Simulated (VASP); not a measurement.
# AlNi (Pm) in VASP: single point with PBEsol

Aim: the single point of AlNi with PBEsol.

All numbers are computed with VASP 6.6.1; they aren't measurements. Logs are shortened: lines on timing, memory, paths and dates and some standing lists are left out, and cuts for length are marked.

### 1 The cell of the first run

Symmetry: Pm, No. 6, monoclinic system. The conventional cell has a = 2.858 Å, b = 2.858 Å, c = 2.869 Å, α = 90.00°, β = 90.00°, γ = 90.00°. Al (site symmetry m) has 8 Ni at 2.35 to 2.61 Å and 6 Al at 2.86 to 2.87 Å within 3.1 Å. Ni (site symmetry m) has 8 Al at 2.35 to 2.61 Å and 6 Ni at 2.86 to 2.87 Å within 3.1 Å.

### 2 Single point, PBEsol (atoms displaced along several vibrational modes)

Contents of INCAR:

```
PREC     = Accurate       # precision mode
ENCUT    = 520            # plane-wave cutoff, eV
EDIFF    = 1E-6           # SCF threshold, eV
ISMEAR   = 0              # smearing method
SIGMA    = 0.15           # smearing width, eV
LREAL    = F              # projectors in reciprocal space
LASPH    = T              # aspherical terms in the spheres
NELM     = 60             # most SCF steps
ALGO     = Fast           # electronic algorithm
ISIF     = 2              # what is computed and relaxed
LWAVE    = F              # write WAVECAR
LCHARG   = F              # write CHGCAR
GGA      = PS             # functional
NBANDS   = 14             # bands
```

Contents of KPOINTS:

```
regular mesh
0
Gamma
  16 16 16
```

Contents of POSCAR:

```
AlNi
1.0
    2.0211996418     -2.0211459310      0.0000000000
    2.0211996418      2.0211459310      0.0000000000
    0.0000000000      0.0000000000      2.8688666946
Al Ni
1 1
Direct
   -0.0199414354      0.0000000000     -0.0331141214
    0.5091671398      0.5000000000      0.5152226646
```

Potentials or basis: VASP PAW PBE potentials, release 64 (Al, Ni).

Run with:

```
> cat potpaw_PBE.64/Al/POTCAR potpaw_PBE.64/Ni/POTCAR > POTCAR
> mpirun -np 1 vasp_std > vasp.out
```

OUTCAR:

```text
PREC = Accurate
   ENCUT = 520
   EDIFF = 1E-6
   ISMEAR = 0
   LREAL = F
   LASPH = T
   NELM = 60
   ISIF = 2
   GGA = PS

 ion  position               nearest neighbor table
   1  0.980  0.000  0.967-   2 2.35   2 2.35   2 2.45   2 2.45   2 2.52   2 2.52   2 2.61   2 2.61

   2  0.509  0.500  0.515-   1 2.35   1 2.35   1 2.45   1 2.45   1 2.52   1 2.52   1 2.61   1 2.61

  LATTYP: Found a base centered orthorhombic cell.
 ALAT       =     4.0422918620
 B/A-ratio  =     1.0000265744
 C/A-ratio  =     0.7097129036

  Lattice vectors:

 A1 = (  -2.0211996418,  -2.0211459310,   0.0000000000)
 A2 = (   2.0211996418,  -2.0211459310,   0.0000000000)
 A3 = (   0.0000000000,   0.0000000000,   2.8688666946)

Analysis of symmetry for initial positions (statically):
=====================================================================
 Subroutine PRICEL returns:
 Original cell was already a primitive cell.

 Routine SETGRP: Setting up the symmetry group for a
 base centered orthorhombic supercell.

 Subroutine GETGRP returns: Found  1 space group operations
 (whereof  1 operations were pure point group operations)
 out of a pool of  8 trial point group operations.

The static configuration has the point symmetry C_1 .

Analysis of symmetry for dynamics (positions and initial velocities):
=====================================================================
 Subroutine PRICEL returns:
 Original cell was already a primitive cell.

 Routine SETGRP: Setting up the symmetry group for a
 base centered orthorhombic supercell.

 Subroutine GETGRP returns: Found  1 space group operations
 (whereof  1 operations were pure point group operations)
 out of a pool of  8 trial point group operations.

The dynamic configuration has the point symmetry C_1 .

 Subroutine INISYM returns: Found  1 space group operations
 (whereof  1 operations are pure point group operations),
 and found     1 'primitive' translations

----------------------------------------------------------------------------------------

                                     Primitive cell

  volume of cell :      23.4394

  direct lattice vectors                    reciprocal lattice vectors
     2.021199642 -2.021145931  0.000000000     0.247377839 -0.247384413  0.000000000
     2.021199642  2.021145931  0.000000000     0.247377839  0.247384413  0.000000000
     0.000000000  0.000000000  2.868866695     0.000000000  0.000000000  0.348569699

  length of vectors
     2.858369967  2.858369967  2.868866695     0.349849744  0.349849744  0.348569699

  position of ions in fractional coordinates (direct lattice)
     0.980058565  0.000000000  0.966885879
     0.509167140  0.500000000  0.515222665

  ion indices of the primitive-cell ions
   primitive index   ion index
                 1           1
                 2           2

----------------------------------------------------------------------------------------

 KPOINTS: regular mesh

Automatic generation of k-mesh.
 Grid dimensions read from file:
 generate k-points for:   16   16   16

 Generating k-lattice:

  Cartesian coordinates                     Fractional coordinates (reciprocal lattice)
     0.015461115 -0.015461526  0.000000000     0.062500000  0.000000000  0.000000000
     0.015461115  0.015461526  0.000000000     0.000000000  0.062500000  0.000000000
     0.000000000  0.000000000  0.021785606     0.000000000  0.000000000  0.062500000

  Length of vectors
     0.021865609  0.021865609  0.021785606

  Shift w.r.t. Gamma in fractional coordinates (k-lattice)
     0.000000000  0.000000000  0.000000000

 Subroutine IBZKPT returns following result:
 ===========================================

 Found   2052 irreducible k-points:

 Following reciprocal coordinates:
            Coordinates               Weight
  0.000000  0.000000  0.000000      1.000000
  0.062500  0.000000  0.000000      2.000000
 -0.000000 -0.062500  0.000000      2.000000
  0.125000  0.000000  0.000000      2.000000
 -0.000000 -0.125000  0.000000      2.000000
  0.187500 -0.000000  0.000000      2.000000
[... 16 lines left out ...]
  0.250000  0.062500  0.000000      2.000000
 -0.062500 -0.250000  0.000000      2.000000
 [... further k-points ...]
   k-points           NKPTS =   2052   k-points in BZ     NKDIM =   2052   number of bands    NBANDS=     14
   number of dos      NEDOS =    301   number of ions     NIONS =      2
   total plane-waves  NPLWV =  13824
   dimension x,y,z NGX =    24 NGY =   24 NGZ =   24
   dimension x,y,z NGXF=    48 NGYF=   48 NGZF=   48
   ions per type =               1   1
   NGX,Y,Z   is equivalent  to a cutoff of  13.96, 13.96, 13.91 a.u.
   NGXF,Y,Z  is equivalent  to a cutoff of  27.92, 27.92, 27.82 a.u.
 SYSTEM =  unknown system
   PREC   = accura    normal or accurate (medium, high low for compatibility)
   ISTART =      0    job   : 0-new  1-cont  2-samecut
   ICHARG =      2    charge: 1-file 2-atom 10-const
   ISPIN  =      1    spin polarized calculation?
   LNONCOLLINEAR =      F non collinear calculations
   LSORBIT =      F    spin-orbit coupling
   LASPH  =      T    aspherical Exc in radial PAW
   ENCUT  =  520.0 eV  38.22 Ry    6.18 a.u.   5.31  5.31  5.33*2*pi/ulx,y,z
   NELM   =     60;   NELMIN=  2; NELMDL= -5     # of ELM steps
   EDIFF  = 0.1E-05   stopping-criterion for ELM
   LREAL  =      F    real-space projection
   EDIFFG = 0.1E-04   stopping-criterion for IOM
   NSW    =      0    number of steps for IOM
   IBRION =     -1    ionic relax: 0-MD 1-quasi-New 2-CG
   NFREE  =      0    steps in history (QN), initial steepest desc. (CG)
   ISIF   =      2    stress and relaxation
   ISYM   =      2    0-nonsym 1-usesym 2-fastsym
   POTIM  = 0.5000    time-step for ionic-motion
   TEBEG  =    0.0;   TEEND  =   0.0 temperature during run
   PSTRESS=    0.0 pullay stress
   NELECT =      13.0000    total number of electrons
   NUPDOWN=      -1.0000    fix difference up-down
   EMIN   =  10.00;   EMAX   =-10.00  energy-range for DOS
   EFERMI =   0.00;   METHOD = LEGACY
   ISMEAR =     0;   SIGMA  =   0.15  broadening in eV -4-tet -1-fermi 0-gaus
   EFERMI_NEDOS =   21; number of points for ismear=-14 and -15
   IALGO  =     68    algorithm
   IMIX   =      4    mixing-type and parameters
     AMIX     =   0.40;   BMIX     =  1.00
     AMIX_MAG =   1.60;   BMIX_MAG =  1.00
  volume/ion in A,a.u.               =      11.72        79.09
  Fermi-wavevector in a.u.,A,eV,Ry     =   1.345055  2.541786 24.615310  1.809174
  Thomas-Fermi vector in A             =   2.472999
   LORBIT       =      0    0 simple, 1 ext, 2 COOP (PROOUT), +10 PAW based schemes
   GGA     = PS    functional components
   LHFCALC =     F    Hartree Fock is set to
   AEXX    =    0.0000 exact exchange contribution
   IVDW    =     0    specifies the selected vdW correction
   LEPSILON=     F    determine dielectric tensor
   LRPA    =     F    only Hartree local field effects (RPA)
 non-spin polarized calculation
 RMM-DIIS sequential band-by-band and
 Gauss-broadening in eV      SIGMA  =   0.15
  energy-cutoff  :      520.00
  volume of cell :       23.44
 maximum number of plane-waves:       653
 NGX is ok and might be reduce to    24
   NGX = 11   NGY = 11   NGZ = 11

 number of electron      12.9999999 magnetization

 Free energy of the ion-electron system (eV)
  ---------------------------------------------------
  ext. energy  EPLUGINS =         0.00000000
  ---------------------------------------------------
  free energy    TOTEN  =       -11.50791498 eV

  energy without entropy =      -11.49948223  energy(sigma->0) =      -11.50369861

 E-fermi :  10.1553     XC(G=0): -12.2565

 val. band max:       10.1546890963   @ k =   0.3125   0.1250   0.3750
 cond. band min:      10.1555625491   @ k =  -0.4375   0.5000  -0.3125
 fundamental gap:      0.0008734527
 Fermi energy:        10.1553160676

 k-point     1 :       0.0000    0.0000    0.0000
  band No.  band energies     occupation
      1      -1.1126      2.00000
      2       6.7906      2.00000
      3       6.8059      2.00000
      4       8.5338      2.00000
      5       8.5594      2.00000
      6       8.5687      2.00000
      7      15.6657      0.00000
      8      15.7956      0.00000
      9      15.8053      0.00000
     10      18.3987      0.00000
     11      18.4227      0.00000
     12      24.0685      0.00000
     13      31.0377      0.00000
     14      31.0519      0.00000

 k-point     2 :       0.0625    0.0000    0.0000
  band No.  band energies     occupation
      1      -1.0394      2.00000
      2       6.7913      2.00000
      3       6.8187      2.00000
      4       8.5102      2.00000
      5       8.5269      2.00000
      6       8.5631      2.00000
      7      14.9692      0.00000
      8      15.8010      0.00000
      9      15.8921      0.00000
     10      18.4060      0.00000
     11      19.1377      0.00000
     12      24.3215      0.00000
     13      30.2712      0.00000
     14      30.4306      0.00000

 k-point     3 :      -0.0000   -0.0625    0.0000
  band No.  band energies     occupation
      1      -1.0393      2.00000
      2       6.7876      2.00000
      3       6.8226      2.00000
      4       8.5009      2.00000
      5       8.5355      2.00000
      6       8.5637      2.00000
      7      14.9618      0.00000
      8      15.7819      0.00000
      9      15.9231      0.00000
     10      18.4102      0.00000
     11      19.1265      0.00000
     12      24.3241      0.00000
     13      30.2736      0.00000
     14      30.4734      0.00000
[... 324 lines left out ...]
 k-point    23 :       0.2500    0.0625    0.0000
  band No.  band energies     occupation
      1       0.1117      2.00000
      2       6.4581      2.00000
      3       7.0370      2.00000
      4       8.1154      2.00000
      5       8.1745      2.00000
      6       8.5686      2.00000
      7      11.0888      0.00000
      8      16.2422      0.00000
      9      17.2584      0.00000
     10      19.0531      0.00000
     11      22.3529      0.00000
     12      25.0978      0.00000
     13      25.8753      0.00000
     14      28.2425      0.00000

 k-point    24 :      -0.0625   -0.2500    0.0000
  band No.  band energies     occupation
      1       0.1126      2.00000
      2       6.4551      2.00000
      3       7.0429      2.00000
      4       8.1144      2.00000
      5       8.1677      2.00000
      6       8.5752      2.00000
      7      11.0819      0.00000
      8      16.2492      0.00000
      9      17.2626      0.00000
     10      19.0598      0.00000
     11      22.3157      0.00000
     12      25.1094      0.00000
     13      25.8839      0.00000
     14      28.3500      0.00000

 [... further k-points ...]

------------------------ aborting loop because EDIFF is reached ----------------------------------------

  FORCE on cell =-STRESS in cart. coord.  units (eV):
  Direction    XX          YY          ZZ          XY          YZ          ZX
  --------------------------------------------------------------------------------------
  -------------------------------------------------------------------------------------
  Total        0.3773836      0.3783855      0.2008638      0.0308260     -0.1829737      0.1829452
  in kB       25.7956414     25.8641293     13.7298219      2.1070749    -12.5069655     12.5050198
  external PRESSURE =      21.7965309 kB  Pullay stress =       0.0000000 kB

 VOLUME and BASIS-vectors are now :
 -----------------------------------------------------------------------------
  energy-cutoff  :      520.00
  volume of cell :       23.44
      direct lattice vectors                 reciprocal lattice vectors
     2.021199642 -2.021145931  0.000000000     0.247377839 -0.247384413  0.000000000
     2.021199642  2.021145931  0.000000000     0.247377839  0.247384413  0.000000000
     0.000000000  0.000000000  2.868866695     0.000000000  0.000000000  0.348569699

 POSITION                                       TOTAL-FORCE (eV/Angst)
 -----------------------------------------------------------------------------------
      1.98089     -1.98084      2.77387         0.391782     -0.391867      0.889162
      2.03973     -0.01853      1.47811        -0.391782      0.391867     -0.889162
 -----------------------------------------------------------------------------------
    total drift:                                0.000122     -0.000121      0.000666

  FREE ENERGIE OF THE ION-ELECTRON SYSTEM (eV)
  ---------------------------------------------------
  free  energy   TOTEN  =       -11.5079149799 eV

  energy  without entropy=      -11.4994822301  energy(sigma->0) =      -11.50369861
```

Run time: 5.5 min. Hardware: 1 thread of Intel Xeon Platinum 8488C (Sapphire Rapids), shared host; peak memory 0.75 GiB.

Results:

| Property | Result |
| --- | --- |
| Free energy | -11.5079 eV |
| Pressure | 2.2 GPa |
| Largest force | 1.048 eV/Å |
| Band gap on the k mesh | zero (an odd number of electrons rules out a gap without spin polarisation) |

Forces in eV/Å, atoms in the order of the input:
```
Al   0.392 -0.392  0.889
Ni  -0.392  0.392 -0.889
```

Stress tensor (GPa, compression positive):
```
 2.58  0.21  1.25
 0.21  2.59 -1.25
 1.25 -1.25  1.37
```

Caveat: the cell differs from its parent crystal (atoms displaced along several vibrational modes); the PAW data sets were made with another functional, which shifts forces and pressure a little. Spin polarisation is off, so any magnetic state and its effect on volume and gap are missing.
